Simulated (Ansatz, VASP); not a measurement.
## One calculation of Ga, two programs

File POSCAR:

```
Ga
1.0
    2.2318501700     -3.7932285796      0.0000000000
    2.2318501700      3.7932285796      0.0000000000
    0.0000000000      0.0000000000      4.5346411306
Ga
4
Direct
    0.8442341977      0.1557658023      0.0855794111
    0.6557658023      0.3442341977      0.5855794111
    0.1557658023      0.8442341977      0.9144205889
    0.3442341977      0.6557658023      0.4144205889
```

INCAR.step1

```
PREC = Accurate
ENCUT = 520
ISMEAR = 0
SIGMA = 0.1
LREAL = F
LASPH = T
NELM = 60
NBANDS = 34
GGA = PE
ALGO = Normal
EDIFF = 1E-4
LWAVE = T
LCHARG = F
```

Contents of INCAR.step2:

```
PREC = Accurate
ENCUT = 520
EDIFF = 1E-6
ISMEAR = 0
SIGMA = 0.1
LREAL = F
LASPH = T
NELM = 60
ALGO = Normal
ISIF = 2
LWAVE = F
LCHARG = F
METAGGA = R2SCAN
LMIXTAU = T
NBANDS = 34
ISTART = 1
```

KPOINTS

```
regular mesh
0
Gamma
  8 8 7
```

Input for Ansatz:

```yaml
crystal:
  lattice:
    - [2.23185017, -3.7932285796, 0.0]
    - [2.23185017, 3.7932285796, 0.0]
    - [0.0, 0.0, 4.5346411306]
  atoms:
    - { symbol: Ga, position: [0.8442341977, 0.1557658023, 0.0855794111] }
    - { symbol: Ga, position: [0.6557658023, 0.3442341977, 0.5855794111] }
    - { symbol: Ga, position: [0.1557658023, 0.8442341977, 0.9144205889] }
    - { symbol: Ga, position: [0.3442341977, 0.6557658023, 0.4144205889] }
hamiltonian:
  xc: r2scan
  pseudopotentials:
    kind: paw
    azcp:
      Ga: "pseudopotentials/Ga.paw.azcp"
basis:
  ecutwfc: 500
  fft_grid_basis: typed
kpoints:
  mp_grid: { grid: [8, 8, 7], shift: [0, 0, 0] }
magnetization:
  spin_polarized: false
scf:
  occupations: { method: gaussian, width: 0.1 }
  lower_state_search: "off"
output:
  stress: true
```

Alike in both runs: task single point; functional r2SCAN; k mesh 8 × 8 × 7; occupations gaussian, width 0.1 eV; no spin polarisation.

```csv
,VASP,Ansatz
version,VASP 6.6.1,Ansatz 0.2.0
potentials or method,"VASP PAW PBE potentials, release 64 (Ga_d), cutoff 520 eV","plane waves (500 eV) with PAW, scalar-relativistic"
valence electrons in the cell,52,52
```

|  | VASP | Ansatz | Ansatz less VASP |
| --- | --- | --- | --- |
| pressure (GPa) | 0.1 | 0.0 | -0.10 |
| traceless stress, the component that is largest in VASP (GPa) | -0.04 | -0.08 | -0.044 |

VASP's potentials were made for PBE, not for r2SCAN.
